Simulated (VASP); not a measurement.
# TiH (Fm-3m) in VASP: a series of runs

The runs below take TiH through single point, relaxation of cell and atoms, with LDA.

All numbers are computed with VASP 6.6.1; they aren't measurements. Logs are shortened: lines on timing, memory, paths and dates and some standing lists are left out, and cuts for length are marked.

### 1 The cell of the first run

The structure is cubic, space group Fm-3m (No. 225). The conventional cell has a = 4.099 Å, b = 4.099 Å, c = 4.099 Å, α = 90.00°, β = 90.00°, γ = 90.00°. Ti (site symmetry m-3m) has 6 H at 2.05 Å within 2.7 Å. H (site symmetry m-3m) has 6 Ti at 2.05 Å within 2.7 Å.

### 2 Single point, LDA

Contents of INCAR:

```
SYSTEM = TiH
  PREC = Accurate
  ENCUT = 520
  EDIFF = 1E-7
  ISMEAR = -1
  SIGMA = 0.05
  LREAL = .False.
  LASPH = .True.
  NELM = 100
  ALGO = Normal
  ISIF = 2
  LWAVE = .False.
  LCHARG = .False.
  GGA = CA
  NBANDS = 14
```

Contents of KPOINTS:

```
regular mesh
0
Gamma
  10 10 10
  0 0 0
```

Contents of POSCAR:

```
TiH
1.0
    0.0000000000      2.0494061601      2.0494061601
    2.0494061601      0.0000000000      2.0494061601
    2.0494061601      2.0494061601      0.0000000000
Ti H
1 1
Direct
    0.0000000000      0.0000000000      0.0000000000
    0.5000000000      0.5000000000      0.5000000000
```

Potentials or basis: VASP PAW LDA potentials, release 64 (Ti_sv, H).

The run is started by

```sh
> cat potpaw_LDA.64/Ti_sv/POTCAR potpaw_LDA.64/H/POTCAR > POTCAR
> mpirun -np 1 vasp_std > vasp.out
```

OUTCAR:

```text
SYSTEM = TiH
   PREC = Accurate
   ENCUT = 520
   EDIFF = 1E-7
   ISMEAR = -1
   LREAL = .False.
   LASPH = .True.
   NELM = 100
   ISIF = 2
   GGA = CA

 ion  position               nearest neighbor table
   1  0.000  0.000  0.000-
   2  0.500  0.500  0.500-

  LATTYP: Found a face centered cubic cell.
 ALAT       =     4.0988123202

  Lattice vectors:

 A1 = (   0.0000000000,   2.0494061601,   2.0494061601)
 A2 = (   2.0494061601,   0.0000000000,   2.0494061601)
 A3 = (   2.0494061601,   2.0494061601,   0.0000000000)

Analysis of symmetry for initial positions (statically):
=====================================================================
 Subroutine PRICEL returns:
 Original cell was already a primitive cell.

 Routine SETGRP: Setting up the symmetry group for a
 face centered cubic supercell.

 Subroutine GETGRP returns: Found 48 space group operations
 (whereof 48 operations were pure point group operations)
 out of a pool of 48 trial point group operations.

The static configuration has the point symmetry O_h .

Analysis of symmetry for dynamics (positions and initial velocities):
=====================================================================
 Subroutine PRICEL returns:
 Original cell was already a primitive cell.

 Routine SETGRP: Setting up the symmetry group for a
 face centered cubic supercell.

 Subroutine GETGRP returns: Found 48 space group operations
 (whereof 48 operations were pure point group operations)
 out of a pool of 48 trial point group operations.

The dynamic configuration has the point symmetry O_h .

 Subroutine INISYM returns: Found 48 space group operations
 (whereof 48 operations are pure point group operations),
 and found     1 'primitive' translations

----------------------------------------------------------------------------------------

                                     Primitive cell

  volume of cell :      17.2153

  direct lattice vectors                    reciprocal lattice vectors
     0.000000000  2.049406160  2.049406160    -0.243973113  0.243973113  0.243973113
     2.049406160  0.000000000  2.049406160     0.243973113 -0.243973113  0.243973113
     2.049406160  2.049406160  0.000000000     0.243973113  0.243973113 -0.243973113

  length of vectors
     2.898297986  2.898297986  2.898297986     0.422573827  0.422573827  0.422573827

  position of ions in fractional coordinates (direct lattice)
     0.000000000  0.000000000  0.000000000
     0.500000000  0.500000000  0.500000000

  ion indices of the primitive-cell ions
   primitive index   ion index
                 1           1
                 2           2

----------------------------------------------------------------------------------------

 KPOINTS: regular mesh

Automatic generation of k-mesh.
 Grid dimensions read from file:
 generate k-points for:   10   10   10

 Generating k-lattice:

  Cartesian coordinates                     Fractional coordinates (reciprocal lattice)
    -0.024397311  0.024397311  0.024397311     0.100000000  0.000000000  0.000000000
     0.024397311 -0.024397311  0.024397311     0.000000000  0.100000000  0.000000000
     0.024397311  0.024397311 -0.024397311     0.000000000  0.000000000  0.100000000

  Length of vectors
     0.042257383  0.042257383  0.042257383

  Shift w.r.t. Gamma in fractional coordinates (k-lattice)
     0.000000000  0.000000000  0.000000000

 Subroutine IBZKPT returns following result:
 ===========================================

 Found     47 irreducible k-points:

 Following reciprocal coordinates:
            Coordinates               Weight
  0.000000  0.000000  0.000000      1.000000
  0.100000  0.000000  0.000000      8.000000
  0.200000  0.000000  0.000000      8.000000
  0.300000  0.000000  0.000000      8.000000
  0.400000  0.000000  0.000000      8.000000
  0.500000  0.000000  0.000000      4.000000
[... 16 lines left out ...]
  0.300000  0.300000  0.000000      6.000000
  0.400000  0.300000  0.000000     24.000000
 [... further k-points ...]
   k-points           NKPTS =     47   k-points in BZ     NKDIM =     47   number of bands    NBANDS=     14
   number of dos      NEDOS =    301   number of ions     NIONS =      2
   total plane-waves  NPLWV =  13824
   dimension x,y,z NGX =    24 NGY =   24 NGZ =   24
   dimension x,y,z NGXF=    48 NGYF=   48 NGZF=   48
   ions per type =               1   1
   NGX,Y,Z   is equivalent  to a cutoff of  13.77, 13.77, 13.77 a.u.
   NGXF,Y,Z  is equivalent  to a cutoff of  27.53, 27.53, 27.53 a.u.
 SYSTEM =  TiH
   PREC   = accura    normal or accurate (medium, high low for compatibility)
   ISTART =      0    job   : 0-new  1-cont  2-samecut
   ICHARG =      2    charge: 1-file 2-atom 10-const
   ISPIN  =      1    spin polarized calculation?
   LNONCOLLINEAR =      F non collinear calculations
   LSORBIT =      F    spin-orbit coupling
   LASPH  =      T    aspherical Exc in radial PAW
   ENCUT  =  520.0 eV  38.22 Ry    6.18 a.u.   5.39  5.39  5.39*2*pi/ulx,y,z
   NELM   =    100;   NELMIN=  2; NELMDL= -5     # of ELM steps
   EDIFF  = 0.1E-06   stopping-criterion for ELM
   LREAL  =      F    real-space projection
   EDIFFG = 0.1E-05   stopping-criterion for IOM
   NSW    =      0    number of steps for IOM
   IBRION =     -1    ionic relax: 0-MD 1-quasi-New 2-CG
   NFREE  =      0    steps in history (QN), initial steepest desc. (CG)
   ISIF   =      2    stress and relaxation
   ISYM   =      2    0-nonsym 1-usesym 2-fastsym
   POTIM  = 0.5000    time-step for ionic-motion
   TEBEG  =    0.0;   TEEND  =   0.0 temperature during run
   PSTRESS=    0.0 pullay stress
   NELECT =      13.0000    total number of electrons
   NUPDOWN=      -1.0000    fix difference up-down
   EMIN   =  10.00;   EMAX   =-10.00  energy-range for DOS
   EFERMI =   0.00;   METHOD = LEGACY
   ISMEAR =    -1;   SIGMA  =   0.05  broadening in eV -4-tet -1-fermi 0-gaus
   EFERMI_NEDOS =   21; number of points for ismear=-14 and -15
   IALGO  =     38    algorithm
   IMIX   =      4    mixing-type and parameters
     AMIX     =   0.40;   BMIX     =  1.00
     AMIX_MAG =   1.60;   BMIX_MAG =  1.00
  volume/ion in A,a.u.               =       8.61        58.09
  Fermi-wavevector in a.u.,A,eV,Ry     =   1.490795  2.817194 30.238534  2.222470
  Thomas-Fermi vector in A             =   2.603532
   LORBIT       =      0    0 simple, 1 ext, 2 COOP (PROOUT), +10 PAW based schemes
   GGA     = CA    functional components
   LHFCALC =     F    Hartree Fock is set to
   AEXX    =    0.0000 exact exchange contribution
   IVDW    =     0    specifies the selected vdW correction
   LEPSILON=     F    determine dielectric tensor
   LRPA    =     F    only Hartree local field effects (RPA)
 non-spin polarized calculation
  energy-cutoff  :      520.00
  volume of cell :       17.22
 maximum number of plane-waves:       483
 NGX is ok and might be reduce to    24
   NGX = 11   NGY = 11   NGZ = 11

 number of electron      13.0000003 magnetization

 Free energy of the ion-electron system (eV)
  ---------------------------------------------------
  ext. energy  EPLUGINS =         0.00000000
  ---------------------------------------------------
  free energy    TOTEN  =       -12.90539443 eV

  energy without entropy =      -12.89455389  energy(sigma->0) =      -12.89997416

 E-fermi :   9.2192     XC(G=0): -12.4837

 val. band max:        9.1765004889   @ k =  -0.4000   0.2000   0.1000
 cond. band min:       9.3245386907   @ k =   0.5000   0.3000   0.0000
 fundamental gap:      0.1480382018
 Fermi energy:         9.2191623761

 k-point     1 :       0.0000    0.0000    0.0000
  band No.  band energies     occupation
      1     -46.7174      2.00000
      2     -22.9622      2.00000
      3     -22.9622      2.00000
      4     -22.9622      2.00000
      5      -0.4476      2.00000
      6       9.8990      0.00000
      7       9.8990      0.00000
      8       9.8990      0.00000
      9      11.4678      0.00000
     10      11.4678      0.00000
     11      20.5533      0.00000
     12      24.1710      0.00000
     13      25.9912      0.00000
     14      25.9912      0.00000

 k-point     2 :       0.1000    0.0000    0.0000
  band No.  band energies     occupation
      1     -46.7038      2.00000
      2     -23.0406      2.00000
      3     -22.9712      2.00000
      4     -22.9712      2.00000
      5      -0.1517      2.00000
      6       9.6678      0.00025
      7      10.0087      0.00000
      8      10.0087      0.00000
      9      11.3684      0.00000
     10      11.3684      0.00000
     11      19.3856      0.00000
     12      24.4089      0.00000
     13      26.3352      0.00000
     14      26.3352      0.00000

 k-point     3 :       0.2000    0.0000    0.0000
  band No.  band energies     occupation
      1     -46.6681      2.00000
      2     -23.2420      2.00000
      3     -22.9946      2.00000
      4     -22.9946      2.00000
      5       0.6829      2.00000
      6       9.0234      1.96093
      7      10.1053      0.00000
      8      10.1053      0.00000
      9      11.3614      0.00000
     10      11.3614      0.00000
     11      17.6310      0.00000
     12      24.0986      0.00000
     13      27.1607      0.00000
     14      27.1607      0.00000
[... 324 lines left out ...]
 k-point    23 :       0.3000    0.3000    0.0000
  band No.  band energies     occupation
      1     -46.5932      2.00000
      2     -23.4444      2.00000
      3     -23.1358      2.00000
      4     -23.1358      2.00000
      5       1.8485      2.00000
      6       7.9782      2.00000
      7       9.4881      0.00919
      8      11.5376      0.00000
      9      11.5376      0.00000
     10      12.1930      0.00000
     11      17.7755      0.00000
     12      22.2900      0.00000
     13      22.2900      0.00000
     14      26.1466      0.00000

 k-point    24 :       0.4000    0.3000    0.0000
  band No.  band energies     occupation
      1     -46.5647      2.00000
      2     -23.5409      2.00000
      3     -23.1896      2.00000
      4     -23.1649      2.00000
      5       2.2443      2.00000
      6       7.7009      2.00000
      7       9.4462      0.02110
      8      11.5879      0.00000
      9      12.3253      0.00000
     10      12.6385      0.00000
     11      17.2933      0.00000
     12      20.6601      0.00000
     13      21.5585      0.00000
     14      26.0893      0.00000

 [... further k-points ...]

------------------------ aborting loop because EDIFF is reached ----------------------------------------

  FORCE on cell =-STRESS in cart. coord.  units (eV):
  Direction    XX          YY          ZZ          XY          YZ          ZX
  --------------------------------------------------------------------------------------
  -------------------------------------------------------------------------------------
  Total        0.0134287      0.0134287      0.0134287      0.0000000      0.0000000     -0.0000000
  in kB        1.2497693      1.2497693      1.2497693      0.0000000      0.0000000     -0.0000000
  external PRESSURE =       1.2497693 kB  Pullay stress =       0.0000000 kB

 VOLUME and BASIS-vectors are now :
 -----------------------------------------------------------------------------
  energy-cutoff  :      520.00
  volume of cell :       17.22
      direct lattice vectors                 reciprocal lattice vectors
     0.000000000  2.049406160  2.049406160    -0.243973113  0.243973113  0.243973113
     2.049406160  0.000000000  2.049406160     0.243973113 -0.243973113  0.243973113
     2.049406160  2.049406160  0.000000000     0.243973113  0.243973113 -0.243973113

 POSITION                                       TOTAL-FORCE (eV/Angst)
 -----------------------------------------------------------------------------------
      0.00000      0.00000      0.00000        -0.000000     -0.000000     -0.000000
      2.04941      2.04941      2.04941         0.000000      0.000000      0.000000
 -----------------------------------------------------------------------------------
    total drift:                                0.000000     -0.000000     -0.000000

  FREE ENERGIE OF THE ION-ELECTRON SYSTEM (eV)
  ---------------------------------------------------
  free  energy   TOTEN  =       -12.9053944273 eV

  energy  without entropy=      -12.8945538950  energy(sigma->0) =      -12.89997416
```

Wall time 16 s (1 thread of Intel Xeon 8259CL, shared host); peak memory 0.13 GiB.

Results:

```yaml
Free_energy: -12.9054 eV
Pressure: 0.1 GPa
Band_gap_on_the_k_mesh: zero (an odd number of electrons rules out a gap without spin polarisation)
```

### 3 Relaxation of cell and atoms, LDA

This run uses another cell than the first one, of 9.13 Å³/atom.

Contents of INCAR:

```
PREC = Accurate ; ENCUT = 600
EDIFF = 1E-7 ; ISMEAR = -1
SIGMA = 0.05 ; LREAL = F
LASPH = T ; NELM = 100
ALGO = Normal ; ISIF = 3
LWAVE = F ; LCHARG = F
IBRION = 2 ; NSW = 60
EDIFFG = -0.01
```

Contents of KPOINTS:

```
regular mesh
0
Gamma
  10 10 10
```

Contents of POSCAR:

```
TiH
1.0
    0.0000000000      2.0897000000      2.0897000000
    2.0897000000      0.0000000000      2.0897000000
    2.0897000000      2.0897000000      0.0000000000
Ti H
1 1
Direct
    0.0000000000      0.0000000000      0.0000000000
    0.5000000000      0.5000000000      0.5000000000
```

Potentials or basis: VASP PAW LDA potentials, release 64 (Ti_sv, H).

The run is started by

```sh
> cat potpaw_LDA.64/Ti_sv/POTCAR potpaw_LDA.64/H/POTCAR > POTCAR
> mpirun -np 1 vasp_std > vasp.out
```

OUTCAR:

```text
PREC = Accurate
   ENCUT = 600
   EDIFF = 1E-7
   ISMEAR = -1
   LREAL = F
   LASPH = T
   NELM = 100
   ISIF = 3
   IBRION = 2
   NSW = 60
   EDIFFG = -0.01

 ion  position               nearest neighbor table
   1  0.000  0.000  0.000-
   2  0.500  0.500  0.500-

  LATTYP: Found a face centered cubic cell.
 ALAT       =     4.1794000000

  Lattice vectors:

 A1 = (   0.0000000000,   2.0897000000,   2.0897000000)
 A2 = (   2.0897000000,   0.0000000000,   2.0897000000)
 A3 = (   2.0897000000,   2.0897000000,   0.0000000000)

Analysis of symmetry for initial positions (statically):
=====================================================================
 Subroutine PRICEL returns:
 Original cell was already a primitive cell.

 Routine SETGRP: Setting up the symmetry group for a
 face centered cubic supercell.

 Subroutine GETGRP returns: Found 48 space group operations
 (whereof 48 operations were pure point group operations)
 out of a pool of 48 trial point group operations.

The static configuration has the point symmetry O_h .

Analysis of symmetry for dynamics (positions and initial velocities):
=====================================================================
 Subroutine PRICEL returns:
 Original cell was already a primitive cell.

 Routine SETGRP: Setting up the symmetry group for a
 face centered cubic supercell.

 Subroutine GETGRP returns: Found 48 space group operations
 (whereof 48 operations were pure point group operations)
 out of a pool of 48 trial point group operations.

The dynamic configuration has the point symmetry O_h .

 Subroutine INISYM returns: Found 48 space group operations
 (whereof 48 operations are pure point group operations),
 and found     1 'primitive' translations

----------------------------------------------------------------------------------------

                                     Primitive cell

[... 127 lines left out ...]

--------------------------------------- Ionic step        1  -------------------------------------------

 number of electron      12.9999996 magnetization

 Free energy of the ion-electron system (eV)
  ---------------------------------------------------
  ext. energy  EPLUGINS =         0.00000000
  ---------------------------------------------------
  free energy    TOTEN  =       -12.87925321 eV

  energy without entropy =      -12.86531638  energy(sigma->0) =      -12.87228479

------------------------ aborting loop because EDIFF is reached ----------------------------------------

  FORCE on cell =-STRESS in cart. coord.  units (eV):
  Direction    XX          YY          ZZ          XY          YZ          ZX
  --------------------------------------------------------------------------------------
  -------------------------------------------------------------------------------------
  Total       -0.9223459     -0.9223459     -0.9223459      0.0000000     -0.0000000     -0.0000000
  in kB      -80.9697089    -80.9697089    -80.9697089      0.0000000     -0.0000000     -0.0000000
  external PRESSURE =     -80.9697089 kB  Pullay stress =       0.0000000 kB
[... 59 lines left out ...]
--------------------------------------- Ionic step        3  -------------------------------------------

 number of electron      13.0000003 magnetization

 Free energy of the ion-electron system (eV)
  ---------------------------------------------------
  ext. energy  EPLUGINS =         0.00000000
  ---------------------------------------------------
  free energy    TOTEN  =       -12.90621584 eV

  energy without entropy =      -12.89532362  energy(sigma->0) =      -12.90076973

 E-fermi :   9.2059     XC(G=0): -12.4780

 val. band max:        9.1634377438   @ k =  -0.4000   0.2000   0.1000
 cond. band min:       9.3102102066   @ k =   0.5000   0.3000   0.0000
 fundamental gap:      0.1467724628
 Fermi energy:         9.2059443529

 k-point     1 :       0.0000    0.0000    0.0000
  band No.  band energies     occupation
      1     -46.7320      2.00000
      2     -22.9787      2.00000
      3     -22.9787      2.00000
      4     -22.9787      2.00000
      5      -0.4554      2.00000
      6       9.8855      0.00000
      7       9.8855      0.00000
      8       9.8855      0.00000
      9      11.4517      0.00000
     10      11.4517      0.00000
[... 287 lines left out ...]
 k-point    24 :       0.4000    0.3000    0.0000
  band No.  band energies     occupation
      1     -46.5800      2.00000
      2     -23.5552      2.00000
      3     -23.2052      2.00000
      4     -23.1805      2.00000
      5       2.2358      2.00000
      6       7.6906      2.00000
      7       9.4317      0.02166
      8      11.5717      0.00000
      9      12.3079      0.00000
     10      12.6206      0.00000

 [... further k-points ...]

------------------------ aborting loop because EDIFF is reached ----------------------------------------

  FORCE on cell =-STRESS in cart. coord.  units (eV):
  Direction    XX          YY          ZZ          XY          YZ          ZX
  --------------------------------------------------------------------------------------
  -------------------------------------------------------------------------------------
  Total        0.0028018      0.0028018      0.0028018      0.0000000      0.0000000      0.0000000
  in kB        0.2604578      0.2604578      0.2604578      0.0000000      0.0000000      0.0000000
  external PRESSURE =       0.2604578 kB  Pullay stress =       0.0000000 kB
[... 17 lines left out ...]
  FREE ENERGIE OF THE ION-ELECTRON SYSTEM (eV)
  ---------------------------------------------------
  free  energy   TOTEN  =       -12.9062158362 eV

  energy  without entropy=      -12.8953236227  energy(sigma->0) =      -12.90076973

 reached required accuracy - stopping structural energy minimisation
```

CONTCAR:

```text
TiH
   1.00000000000000
     0.0000000000000000    2.0501804834503430    2.0501804834503430
     2.0501804834503430   -0.0000000000000000    2.0501804834503430
     2.0501804834503430    2.0501804834503430   -0.0000000000000000
  Ti              H
     1     1
Direct
     0.0000000000000000    0.0000000000000000    0.0000000000000000
     0.5000000000000000    0.5000000000000000    0.5000000000000000

  0.00000000E+00  0.00000000E+00  0.00000000E+00
  0.00000000E+00  0.00000000E+00  0.00000000E+00
```

It took 35 s on 1 thread of Intel Xeon 8259CL, shared host; peak memory 0.14 GiB.

What came out:

- Free energy: -12.9062 eV
- Relaxed volume: 8.62 Å³/atom
- Relaxed cell: a = 2.899 Å, b = 2.899 Å, c = 2.899 Å, α = 60.00°, β = 60.00°, γ = 60.00°
- Space group after relaxing (to 0.1 Å): Fm-3m (No. 225)
- Energy gained by relaxing: 13.5 meV/atom
- Ionic steps: 3
- Pressure after relaxing: 0.0 GPa
- Band gap on the k mesh: zero (an odd number of electrons rules out a gap without spin polarisation)

The path:
```tsv
step	energy change (eV)	largest force (eV/Å)	pressure (GPa)	volume (Å³)
1	0.0000	0.0000	-8.10	18.25
2	-0.0260	0.0000	1.69	17.06
3	-0.0270	0.0000	0.03	17.23
```

Final structure:
```
Ti H
1.0
     0.00000    2.05018    2.05018
     2.05018    0.00000    2.05018
     2.05018    2.05018    0.00000
Ti H
1 1
Direct
  0.00000 0.00000 0.00000
  0.50000 0.50000 0.50000
```
